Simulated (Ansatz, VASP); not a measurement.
# Mo6CO: VASP beside Ansatz

```
Mo C O
1.0
     4.46958    0.00000    0.00000
    -2.23479    3.87077    0.00000
     0.00000    0.00000   22.25957
Mo C O
6 1 1
Direct
  0.66667 0.33333 0.17970
  0.33333 0.66667 0.22068
  0.00000 0.00000 0.26167
  0.66667 0.33333 0.29905
  0.33333 0.66667 0.33552
  0.00000 0.00000 0.37106
  0.16667 0.33333 0.46360
  0.16667 0.33333 0.51571
```

Alike in both runs: task single point; functional PBE; k mesh 6 × 6 × 1; occupations gaussian, width 0.1 eV; no spin polarisation.

```csv
,VASP,Ansatz
version,VASP 6.6.1,Ansatz 0.2.0
potentials or method,"VASP PAW PBE potentials, release 64 (Mo_sv, C, O), cutoff 520 eV","scalar-relativistic, plane waves, PAW"
valence electrons in the cell,94,94
```

|  | VASP | Ansatz | Ansatz less VASP |
| --- | --- | --- | --- |
| rms of the force components (eV/Å) | 0.751 | 0.741 | -0.0103 |

Atom by atom the forces differ by 0.227 eV/Å (rms over components). With one functional, cell and mesh, what is left measures potentials, basis and numerics.

Noted on VASP's run: the standard files for N, O and F lose accuracy on very short bonds.
